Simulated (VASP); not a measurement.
The system is GaGe3.

```
CELL_PARAMETERS angstrom
4.30680 0.00000 0.00000
0.00000 4.30680 0.00000
0.00000 0.00000 4.30680
ATOMIC_POSITIONS crystal
Ge 0.50000 0.50000 0.00000
Ge 0.50000 0.00000 0.50000
Ge 0.00000 0.50000 0.50000
Ga 0.00000 0.00000 0.00000
```

This cell differs from its parent crystal: volume scaled by 1.02.

Base run:

| Quantity | Value |
| --- | --- |
| Program | VASP 6.6.1 |
| Functional | LDA |
| Potentials or basis | VASP PAW LDA potentials, release 64 (Ge_d, Ga_d) |
| Cutoff | 520 eV |
| k mesh | 6 × 6 × 6 |
| Occupations | fermi-dirac, width 0.05 eV |
| Spin | no spin polarisation |

Its results: pressure -5.7 GPa.

The run is repeated on the same cell with these changes: functional from LDA to PBE; potentials or basis from VASP PAW LDA potentials, release 64 (Ge_d, Ga_d) to VASP PAW PBE potentials, release 64 (Ge_d, Ga_d). What comes out?

Pressure -1.1 GPa.
